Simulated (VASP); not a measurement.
# MgB5 (R3m) in VASP: a series of runs

The runs below take MgB5 through relaxation of cell and atoms, single point, with PBE.

Everything below comes from runs of VASP 6.6.1. Logs are shortened: lines on timing, memory, paths and dates and some standing lists are left out, and cuts for length are marked.

## 1. The cell of the first run

It takes space group R3m (No. 160, trigonal). Conventional cell: a = 3.882 Å, b = 3.882 Å, c = 12.570 Å, α = 90.00°, β = 90.00°, γ = 120.00°. Within 2.4 Å of Mg (site symmetry 3m) lie 6 B at 1.77 to 2.29 Å. B (site symmetry m) has 1 Mg at 1.77 Å and 7 B at 1.92 to 2.13 Å within 2.4 Å. Within 2.3 Å of B (site symmetry 3m) lie 7 B at 1.74 to 2.13 Å and 3 Mg at 2.29 Å. Within 2.3 Å of B (site symmetry 3m) lie 4 B at 1.74 to 1.93 Å.

The cell was built from a structure type or drawn by symmetry, and may not be a known phase.

## 2. Relaxation of cell and atoms, PBE

File INCAR:

```
SYSTEM = MgB5
PREC = Accurate ; ENCUT = 600
EDIFF = 1E-6 ; ISMEAR = 0
SIGMA = 0.1 ; LREAL = .False.
LASPH = .True. ; NELM = 60
ALGO = Normal ; ISIF = 3
LWAVE = .False. ; LCHARG = .False.
GGA = PE ; IBRION = 2
NSW = 90 ; EDIFFG = -0.04
```

File KPOINTS:

```
Automatic mesh
0
Gamma
  6 6 6
  0 0 0
```

File POSCAR:

```
MgB5
1.0
    1.9412316900      1.1207706400      4.1900873300
   -1.9412316900      1.1207706400      4.1900873300
    0.0000000000     -2.2415412800      4.1900873300
Mg B
1 5
Direct
    0.8036954500      0.8036954500      0.8036954500
    0.0803348100      0.5746795700      0.0803348100
    0.0803348100      0.0803348100      0.5746795700
    0.5746795700      0.0803348100      0.0803348100
    0.5091204900      0.5091204900      0.5091204900
    0.3708319500      0.3708319500      0.3708319500
```

Potentials or basis: VASP PAW PBE potentials, release 64 (Mg, B).

The run is started by

```bash
$ cat potpaw_PBE.64/Mg/POTCAR potpaw_PBE.64/B/POTCAR > POTCAR
$ mpirun -np 1 vasp_std > vasp.out
```

OUTCAR:

```text
SYSTEM = MgB5
   PREC = Accurate
   ENCUT = 600
   EDIFF = 1E-6
   ISMEAR = 0
   LREAL = .False.
   LASPH = .True.
   NELM = 60
   ISIF = 3
   GGA = PE
   IBRION = 2
   NSW = 90
   EDIFFG = -0.04

 ion  position               nearest neighbor table
   1  0.804  0.804  0.804-   2 1.77   4 1.77   3 1.77   5 2.29   5 2.29   5 2.29   6 2.57   6 2.57
                             6 2.57
   2  0.080  0.575  0.080-   1 1.77   4 1.92   3 1.92   6 1.93   4 1.96   3 1.96   5 2.13   5 2.13

   3  0.080  0.080  0.575-   1 1.77   2 1.92   4 1.92   6 1.93   2 1.96   4 1.96   5 2.13   5 2.13

   4  0.575  0.080  0.080-   1 1.77   2 1.92   3 1.92   6 1.93   2 1.96   3 1.96   5 2.13   5 2.13

   5  0.509  0.509  0.509-   6 1.74   3 2.13   3 2.13   4 2.13   2 2.13   4 2.13   2 2.13   1 2.29
                             1 2.29   1 2.29
   6  0.371  0.371  0.371-   5 1.74   4 1.93   2 1.93   3 1.93   1 2.57   1 2.57   1 2.57

  LATTYP: Found a trigonal (rhomboedric) cell.
 ALAT       =     4.7519826530
 COS(alpha) =     0.6662394150

  Lattice vectors:

 A1 = (   1.9412316900,   1.1207706400,   4.1900873300)
 A2 = (  -1.9412316900,   1.1207706400,   4.1900873300)
 A3 = (   0.0000000000,  -2.2415412800,   4.1900873300)

Analysis of symmetry for initial positions (statically):
=====================================================================
 Subroutine PRICEL returns:
 Original cell was already a primitive cell.

 Routine SETGRP: Setting up the symmetry group for a
 trigonal (rhombohedral) supercell.

 Subroutine GETGRP returns: Found  6 space group operations
 (whereof  6 operations were pure point group operations)
 out of a pool of 12 trial point group operations.

The static configuration has the point symmetry C_3v.

Analysis of symmetry for dynamics (positions and initial velocities):
=====================================================================
 Subroutine PRICEL returns:
 Original cell was already a primitive cell.

 Routine SETGRP: Setting up the symmetry group for a
 trigonal (rhombohedral) supercell.

 Subroutine GETGRP returns: Found  6 space group operations
 (whereof  6 operations were pure point group operations)
 out of a pool of 12 trial point group operations.

The dynamic configuration has the point symmetry C_3v.

 Subroutine INISYM returns: Found  6 space group operations
 (whereof  6 operations are pure point group operations),
 and found     1 'primitive' translations

----------------------------------------------------------------------------------------

                                     Primitive cell

  volume of cell :      54.6976

  direct lattice vectors                    reciprocal lattice vectors
     1.941231690  1.120770640  4.190087330     0.257568431  0.148707203  0.079552837
    -1.941231690  1.120770640  4.190087330    -0.257568431  0.148707203  0.079552837
     0.000000000 -2.241541280  4.190087330     0.000000000 -0.297414405  0.079552837

  length of vectors
     4.751982653  4.751982653  4.751982654     0.307870074  0.307870074  0.307870074

  position of ions in fractional coordinates (direct lattice)
     0.803695450  0.803695450  0.803695450
     0.080334810  0.574679570  0.080334810
     0.080334810  0.080334810  0.574679570
     0.574679570  0.080334810  0.080334810
     0.509120490  0.509120490  0.509120490
     0.370831950  0.370831950  0.370831950

  ion indices of the primitive-cell ions
   primitive index   ion index
                 1           1
                 2           2
                 3           3
                 4           4
                 5           5
                 6           6

----------------------------------------------------------------------------------------

 KPOINTS: Automatic mesh

Automatic generation of k-mesh.
 Grid dimensions read from file:
 generate k-points for:    6    6    6

 Generating k-lattice:

  Cartesian coordinates                     Fractional coordinates (reciprocal lattice)
     0.042928072  0.024784534  0.013258806     0.166666667 -0.000000000  0.000000000
    -0.042928072  0.024784534  0.013258806    -0.000000000  0.166666667  0.000000000
     0.000000000 -0.049569068  0.013258806     0.000000000  0.000000000  0.166666667

  Length of vectors
     0.051311679  0.051311679  0.051311679

  Shift w.r.t. Gamma in fractional coordinates (k-lattice)
     0.000000000  0.000000000  0.000000000

 Subroutine IBZKPT returns following result:
 ===========================================

 Found     32 irreducible k-points:

 Following reciprocal coordinates:
            Coordinates               Weight
  0.000000  0.000000  0.000000      1.000000
  0.166667 -0.000000  0.000000      6.000000
  0.333333 -0.000000  0.000000      6.000000
  0.500000 -0.000000  0.000000      3.000000
  0.166667  0.166667  0.000000      6.000000
  0.333333  0.166667 -0.000000     12.000000
[... 16 lines left out ...]
  0.500000  0.500000  0.166667      6.000000
 -0.333333  0.500000  0.166667     12.000000
 [... further k-points ...]
   k-points           NKPTS =     32   k-points in BZ     NKDIM =     32   number of bands    NBANDS=     12
   number of dos      NEDOS =    301   number of ions     NIONS =      6
   total plane-waves  NPLWV =  64000
   dimension x,y,z NGX =    40 NGY =   40 NGZ =   40
   dimension x,y,z NGXF=    80 NGYF=   80 NGZF=   80
   ions per type =               1   5
   NGX,Y,Z   is equivalent  to a cutoff of  13.99, 13.99, 13.99 a.u.
   NGXF,Y,Z  is equivalent  to a cutoff of  27.99, 27.99, 27.99 a.u.
 SYSTEM =  MgB5
   PREC   = accura    normal or accurate (medium, high low for compatibility)
   ISTART =      0    job   : 0-new  1-cont  2-samecut
   ICHARG =      2    charge: 1-file 2-atom 10-const
   ISPIN  =      1    spin polarized calculation?
   LNONCOLLINEAR =      F non collinear calculations
   LSORBIT =      F    spin-orbit coupling
   LASPH  =      T    aspherical Exc in radial PAW
   ENCUT  =  600.0 eV  44.10 Ry    6.64 a.u.   9.49  9.49  9.49*2*pi/ulx,y,z
   NELM   =     60;   NELMIN=  2; NELMDL= -5     # of ELM steps
   EDIFF  = 0.1E-05   stopping-criterion for ELM
   LREAL  =      F    real-space projection
   EDIFFG = -.4E-01   stopping-criterion for IOM
   NSW    =     90    number of steps for IOM
   IBRION =      2    ionic relax: 0-MD 1-quasi-New 2-CG
   NFREE  =      1    steps in history (QN), initial steepest desc. (CG)
   ISIF   =      3    stress and relaxation
   ISYM   =      2    0-nonsym 1-usesym 2-fastsym
   POTIM  = 0.5000    time-step for ionic-motion
   TEBEG  =    0.0;   TEEND  =   0.0 temperature during run
   PSTRESS=    0.0 pullay stress
   NELECT =      17.0000    total number of electrons
   NUPDOWN=      -1.0000    fix difference up-down
   EMIN   =  10.00;   EMAX   =-10.00  energy-range for DOS
   EFERMI =   0.00;   METHOD = LEGACY
   ISMEAR =     0;   SIGMA  =   0.10  broadening in eV -4-tet -1-fermi 0-gaus
   EFERMI_NEDOS =   21; number of points for ismear=-14 and -15
   IALGO  =     38    algorithm
   IMIX   =      4    mixing-type and parameters
     AMIX     =   0.40;   BMIX     =  1.00
     AMIX_MAG =   1.60;   BMIX_MAG =  1.00
  volume/ion in A,a.u.               =       9.12        61.52
  Fermi-wavevector in a.u.,A,eV,Ry     =   1.108924  2.095562 16.731244  1.229712
  Thomas-Fermi vector in A             =   2.245457
   LORBIT       =      0    0 simple, 1 ext, 2 COOP (PROOUT), +10 PAW based schemes
   GGA     = PE    functional components
   LHFCALC =     F    Hartree Fock is set to
   AEXX    =    0.0000 exact exchange contribution
   IVDW    =     0    specifies the selected vdW correction
   LEPSILON=     F    determine dielectric tensor
   LRPA    =     F    only Hartree local field effects (RPA)
 conjugate gradient relaxation of ions
 non-spin polarized calculation
 Gauss-broadening in eV      SIGMA  =   0.10
  energy-cutoff  :      600.00
  volume of cell :       54.70
 maximum number of plane-waves:      1877
 NGX is ok and might be reduce to    40
   NGX = 19   NGY = 19   NGZ = 19

--------------------------------------- Ionic step        1  -------------------------------------------

 number of electron      17.0000000 magnetization

 Free energy of the ion-electron system (eV)
  ---------------------------------------------------
  ext. energy  EPLUGINS =         0.00000000
  ---------------------------------------------------
  free energy    TOTEN  =       -25.49130384 eV

  energy without entropy =      -25.47681824  energy(sigma->0) =      -25.48406104

------------------------ aborting loop because EDIFF is reached ----------------------------------------

  FORCE on cell =-STRESS in cart. coord.  units (eV):
  Direction    XX          YY          ZZ          XY          YZ          ZX
  --------------------------------------------------------------------------------------
  -------------------------------------------------------------------------------------
  Total        1.5471979      1.5471979     13.6047126     -0.0000000      0.0000000      0.0000000
  in kB       45.3198034     45.3198035    398.5029231     -0.0000000      0.0000000      0.0000000
  external PRESSURE =     163.0475100 kB  Pullay stress =       0.0000000 kB
[... 101 lines left out ...]
  FREE ENERGIE OF THE ION-ELECTRON SYSTEM (eV)
  ---------------------------------------------------
  free  energy   TOTEN  =       -30.9298693947 eV

  energy  without entropy=      -30.9199806050  energy(sigma->0) =      -30.92492500

[... ionic steps 4 to 13 ...]

--------------------------------------- Ionic step       14  -------------------------------------------

 number of electron      17.0000000 magnetization

------------------------ aborting loop because EDIFF is reached ----------------------------------------
[... 75 lines left out ...]
--------------------------------------- Ionic step       16  -------------------------------------------

 number of electron      17.0000000 magnetization

 Free energy of the ion-electron system (eV)
  ---------------------------------------------------
  ext. energy  EPLUGINS =         0.00000000
  ---------------------------------------------------
  free energy    TOTEN  =       -32.26706719 eV

  energy without entropy =      -32.25410278  energy(sigma->0) =      -32.26058498

 E-fermi :   7.3990     XC(G=0): -11.3875

 val. band max:        7.3839613821   @ k =  -0.1667   0.3333   0.1667
 cond. band min:       7.4063167481   @ k =   0.1667   0.1667   0.0000
 fundamental gap:      0.0223553660
 Fermi energy:         7.3989709121

 k-point     1 :       0.0000    0.0000    0.0000
  band No.  band energies     occupation
      1      -8.8399      2.00000
      2      -2.3646      2.00000
      3      -0.2964      2.00000
      4       0.2983      2.00000
      5       1.6885      2.00000
      6       1.6885      2.00000
      7       4.0422      2.00000
      8       4.0422      2.00000
      9       7.1411      1.99973
     10       8.0669      0.00000
     11       8.0669      0.00000
     12       9.9203      0.00000
[... 331 lines left out ...]
 k-point    24 :      -0.3333    0.5000    0.1667
  band No.  band energies     occupation
      1      -6.4014      2.00000
      2      -4.7129      2.00000
      3      -3.0587      2.00000
      4      -1.5126      2.00000
      5       1.0854      2.00000
      6       2.3411      2.00000
      7       4.1461      2.00000
      8       5.3503      2.00000
      9       7.6985      0.00002
     10       9.7423      0.00000
     11      11.0774      0.00000
     12      11.5764      0.00000

 [... further k-points ...]
[... 5 lines left out ...]
  --------------------------------------------------------------------------------------
  -------------------------------------------------------------------------------------
  Total        0.0714045      0.0714045      0.0133742      0.0000000     -0.0000000      0.0000000
  in kB        2.3367818      2.3367818      0.4376850      0.0000000     -0.0000000      0.0000000
  external PRESSURE =       1.7037496 kB  Pullay stress =       0.0000000 kB
[... 21 lines left out ...]
  FREE ENERGIE OF THE ION-ELECTRON SYSTEM (eV)
  ---------------------------------------------------
  free  energy   TOTEN  =       -32.2670671855 eV

  energy  without entropy=      -32.2541027835  energy(sigma->0) =      -32.26058498

 reached required accuracy - stopping structural energy minimisation
```

It took 3.1 min on 1 thread of Intel Xeon 6975P-C (Granite Rapids), shared host; peak memory 0.25 GiB.

Results:

| Quantity | Value |
| --- | --- |
| Free energy | -32.2671 eV |
| Relaxed volume | 8.16 Å³/atom |
| Relaxed cell | a = 4.624 Å, b = 4.624 Å, c = 4.624 Å, α = 47.36°, β = 47.36°, γ = 47.36° |
| Space group after relaxing (to 0.1 Å) | R3m (No. 160) |
| Energy gained by relaxing | 1129.3 meV/atom |
| Ionic steps | 16 |
| Pressure after relaxing | 0.2 GPa |
| Largest force after relaxing | 0.029 eV/Å |
| Band gap on the k mesh | zero (an odd number of electrons rules out a gap without spin polarisation) |

Forces on the atoms (eV/Å):
```
Mg   0.000  0.000 -0.025
B    0.003 -0.002  0.007
B    0.000  0.004  0.007
B   -0.003 -0.002  0.007
B    0.000  0.000  0.029
B    0.000  0.000 -0.025
```

The path:
| step | energy change (eV) | largest force (eV/Å) | pressure (GPa) | volume (Å³) |
| --- | --- | --- | --- | --- |
| 1 | 0.0000 | 18.7589 | 16.30 | 54.70 |
| 2 | -1.9841 | 11.9875 | 3.85 | 62.20 |
| 3 | -5.4386 | 2.0180 | -14.97 | 58.16 |
| 4 | -5.4558 | 1.8634 | -14.97 | 58.02 |
| 5 | -5.4657 | 1.8487 | -14.86 | 57.80 |
| 6 | -6.3757 | 1.6329 | -5.48 | 51.71 |
| 7 | -6.6144 | 1.1626 | 9.39 | 47.06 |
| 8 | -6.6194 | 1.2367 | 7.14 | 47.61 |
| 9 | -6.7068 | 1.0122 | 1.00 | 48.68 |
| 10 | -6.7220 | 0.6948 | 2.41 | 48.37 |
| 11 | -6.7697 | 0.2160 | -1.61 | 49.52 |
| 12 | -6.7701 | 0.1525 | -1.31 | 49.42 |
| 13 | -6.7747 | 0.1454 | -0.08 | 49.07 |
| 14 | -6.7751 | 0.1417 | 0.39 | 48.94 |
| 15 | -6.7754 | 0.1435 | 0.02 | 48.97 |
| 16 | -6.7758 | 0.0287 | 0.17 | 48.96 |

Final structure:
```yaml
crystal:
  lattice:
    - [1.85728, 1.07230, 4.09706]
    - [-1.85728, 1.07230, 4.09706]
    - [0.00000, -2.14460, 4.09706]
  atoms:
    - { symbol: Mg, position: [0.74345, 0.74345, 0.74345] }
    - { symbol: B, position: [0.09274, 0.60351, 0.09274] }
    - { symbol: B, position: [0.09274, 0.09274, 0.60351] }
    - { symbol: B, position: [0.60351, 0.09274, 0.09274] }
    - { symbol: B, position: [0.51635, 0.51635, 0.51635] }
    - { symbol: B, position: [0.37021, 0.37021, 0.37021] }
```

Levels at points of the mesh, in eV from the Fermi level:
```tsv
k point	band 4	band 5	band 6	band 7	band 8	band 9	band 10	band 11	band 12
(0.00, 0.00, 0.00)	-7.10	-5.71	-5.71	-3.36	-3.36	-0.26	0.67	0.67	2.52
(0.50, 0.00, 0.00)	-7.67	-6.68	-5.76	-4.20	-3.73	-0.32	2.23	3.00	4.76
(0.50, 0.50, 0.00)	-7.66	-7.37	-7.02	-2.54	-1.33	2.27	2.60	2.63	3.62
(0.50, 0.50, 0.50)	-6.21	-6.21	-3.01	-2.60	-2.60	-0.60	1.07	1.07	3.17
```

## 3. Single point, PBE

This run uses another cell than the first one, of 8.16 Å³/atom.

File INCAR:

```
SYSTEM = MgB5
PREC = Accurate
ENCUT = 520
EDIFF = 1E-6
ISMEAR = 0
SIGMA = 0.1
LREAL = .FALSE.
LASPH = .TRUE.
NELM = 100
ALGO = Normal
ISIF = 2
LWAVE = .FALSE.
LCHARG = .FALSE.
GGA = PE
NBANDS = 18
```

File KPOINTS:

```
regular mesh
0
G
  12 12 12
  0 0 0
```

File POSCAR:

```
MgB5
1.0
    1.8544338813      1.0706579006      4.1119188424
   -1.8544338813      1.0706579006      4.1119188424
    0.0000000000     -2.1413158011      4.1119188424
Mg B
1 5
Direct
    0.2569953447      0.2569953447      0.2569953447
    0.9071248193      0.3963633851      0.9071248193
    0.3963633851      0.9071248193      0.9071248193
    0.9071248193      0.9071248193      0.3963633851
    0.4837708372      0.4837708372      0.4837708372
    0.6296237142      0.6296237142      0.6296237142
```

Potentials or basis: VASP PAW PBE potentials, release 64 (Mg, B).

The run is started by

```bash
$ cat potpaw_PBE.64/Mg/POTCAR potpaw_PBE.64/B/POTCAR > POTCAR
$ mpirun -np 1 vasp_std > vasp.out
```

Wall time 1.8 min (1 thread of Intel Xeon 6975P-C (Granite Rapids), shared host); peak memory 0.3 GiB.

The run converged. Its results:

| Item | Value |
| --- | --- |
| Free energy | -32.2640 eV |
| Pressure | -0.1 GPa |
| Largest force | 0.019 eV/Å |
| Band gap on the k mesh | zero (an odd number of electrons rules out a gap without spin polarisation) |

Forces on the atoms (eV/Å):
```
Mg   0.000  0.000 -0.004
B    0.004 -0.002  0.005
B   -0.004 -0.002  0.005
B    0.000  0.004  0.005
B    0.000  0.000  0.008
B    0.000  0.000 -0.019
```

Levels at points of the mesh, in eV from the Fermi level:
```
           k point  band 4  band 5  band 6  band 7  band 8  band 9  band 10  band 11  band 12  band 13
(0.00, 0.00, 0.00)   -7.15   -5.71   -5.71   -3.34   -3.34   -0.24     0.68     0.68     2.52     2.52
(0.50, 0.00, 0.00)   -7.70   -6.68   -5.79   -4.24   -3.72   -0.38     2.22     3.01     4.76     6.76
(0.50, 0.50, 0.00)   -7.67   -7.36   -7.04   -2.58   -1.34    2.23     2.56     2.60     3.61     4.26
(0.50, 0.50, 0.50)   -6.20   -6.20   -3.07   -2.58   -2.58   -0.58     1.08     1.08     3.13     3.13
```

(Continued in part 2 of 2.)
